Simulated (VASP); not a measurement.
Sc:

```xyz
2
Lattice="3.3090 0.0000 0.0000 -1.6545 2.8657 0.0000 0.0000 0.0000 5.2733" Properties=species:S:1:pos:R:3 pbc="T T T"
Sc    0.0000    1.9105    1.3183
Sc    1.6545    0.9552    3.9550
```

```yaml
Program: VASP 6.6.1
Task: relaxation of cell and atoms
Functional: PBEsol
Potentials_or_basis: VASP PAW PBE potentials, release 64 (Sc_sv)
Cutoff: 500 eV
k_mesh: 12 × 12 × 8
Occupations: fermi-dirac, width 0.1 eV
Spin: no spin polarisation
```

At the start: pressure -2.7 GPa; volume 25.00 Å³/atom.

Where does the relaxation end?

Over 6 steps the energy falls by 12.8 meV/atom and the volume is 23.72 Å³/atom (-5.1 %); space group P6_3/mmc (No. 194, to 0.1 Å) before and after.

Step by step:
| step | energy change (eV) | largest force (eV/Å) | pressure (GPa) | volume (Å³) |
| --- | --- | --- | --- | --- |
| 1 | 0.0000 | 0.0000 | -2.70 | 50.00 |
| 2 | -0.0239 | 0.0000 | 0.54 | 47.02 |
| 3 | -0.0244 | 0.0000 | 0.12 | 47.37 |
| 4 | -0.0254 | 0.0000 | 0.06 | 47.40 |
| 5 | -0.0256 | 0.0000 | 0.02 | 47.43 |
| 6 | -0.0256 | 0.0000 | 0.01 | 47.43 |

Final structure:
```xyz
2
Lattice="3.2752 0.0000 0.0000 -1.6376 2.8364 0.0000 0.0000 0.0000 5.1057" Properties=species:S:1:pos:R:3 pbc="T T T"
Sc    0.0000    1.8909    1.2764
Sc    1.6376    0.9455    3.8293
```

Caveat: the PAW data sets were made with another functional, which shifts forces and pressure a little.
